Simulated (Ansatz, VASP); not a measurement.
# Ag: VASP beside Ansatz

```xyz
2
Lattice="2.8702 0.0000 0.0000 -1.4351 2.4857 0.0000 0.0000 0.0000 4.6922" Properties=species:S:1:pos:R:3 pbc="T T T"
Ag    1.4351    0.8286    3.5192
Ag    0.0000    1.6571    1.1731
```

Alike in both runs: task single point; functional PBE0; k mesh 6 × 6 × 4; occupations fermi-dirac, width 0.05 eV; no spin polarisation.

```csv
,VASP,Ansatz
version,VASP 6.6.1,Ansatz 0.2.0
potentials or method,"VASP PAW PBE potentials, release 64 (Ag)",Ansatz PAW
plane-wave cutoff (eV),520,420
valence electrons in the cell,22,38
```

```tsv
	VASP	Ansatz	Ansatz less VASP
gap on the k mesh at the Fermi level (eV)	none	none	-
pressure (GPa)	6.9	7.1	+0.13
traceless stress, the component that is largest in VASP (GPa)	-2.33	-2.30	+0.029
```

A gap of «none» marks a metal or a gap that the smearing closes. VASP's potentials hold 22 valence electrons a cell and Ansatz's 38, so a difference there can come from the potentials and not from the codes.

The k mesh is coarse, so the values compare programs but aren't converged.
